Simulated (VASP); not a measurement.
Write the native input for VASP 6.6.1 that does the following.

```yaml
Task: relaxation of cell and atoms
Functional: PBE
Dispersion: D3(BJ)
Potentials_or_basis: VASP PAW PBE potentials, release 64 (B, N)
Cutoff: 600 eV
k_mesh: 12 × 12 × 4
Occupations: gaussian, width 0.05 eV
Spin: no spin polarisation
Dipole_correction: no
Further_INCAR_settings: ALGO = Normal; EDIFF = 1e-06; IBRION = 2; EDIFFG = -0.01; NSW = 80; ISIF = 3
```

The structure of BN lies in POSCAR:

```
BN
1.0
    2.4982400000      0.0000000000      0.0000000000
   -1.2491200000      2.1635393048      0.0000000000
    0.0000000000      0.0000000000      6.6357000000
B N
2 2
Direct
    0.3333333333      0.6666666667      0.2500000000
    0.6666666667      0.3333333333      0.7500000000
    0.3333333333      0.6666666667      0.7500000000
    0.6666666667      0.3333333333      0.2500000000
```

These files were run (other wordings do the same):

INCAR

```
SYSTEM = BN
  PREC = Accurate
  ENCUT = 600
  EDIFF = 1E-6
  ISMEAR = 0
  SIGMA = 0.05
  LREAL = .FALSE.
  LASPH = .TRUE.
  NELM = 80
  ALGO = Normal
  ISIF = 3
  LWAVE = .FALSE.
  LCHARG = .FALSE.
  GGA = PE
  IVDW = 12
  IBRION = 2
  NSW = 80
  EDIFFG = -0.01
```

KPOINTS

```
regular mesh
0
G
  12 12 4
  0 0 0
```

Potentials or basis: VASP PAW PBE potentials, release 64 (B, N).

The run is started by

```bash
$ cat potpaw_PBE.64/B/POTCAR potpaw_PBE.64/N/POTCAR > POTCAR
$ mpirun -np 1 vasp_std > vasp.out
```

Results of the run:

```json
{
 "Relaxed volume": "8.95 Å³/atom",
 "Relaxed cell": "a = 2.506 Å, b = 2.506 Å, c = 6.584 Å, α = 90.00°, β = 90.00°, γ = 120.00°",
 "Space group after relaxing (to 0.05 Å)": "P6_3/mmc (No. 194)",
 "Energy gained by relaxing": "0.7 meV/atom",
 "Ionic steps": "7",
 "Pressure after relaxing": "0.0 GPa",
 "Band gap on the k mesh": "4.26 eV, indirect (least direct gap 4.63 eV)",
 "Dispersion energy per atom": "-0.142 eV"
}
```

It took 81 s on 1 thread of Intel(R) Xeon(R) Platinum 8259CL CPU @ 2.50GHz (Skylake/Cascade Lake), with other jobs on the host, peak memory 0.18 GiB.
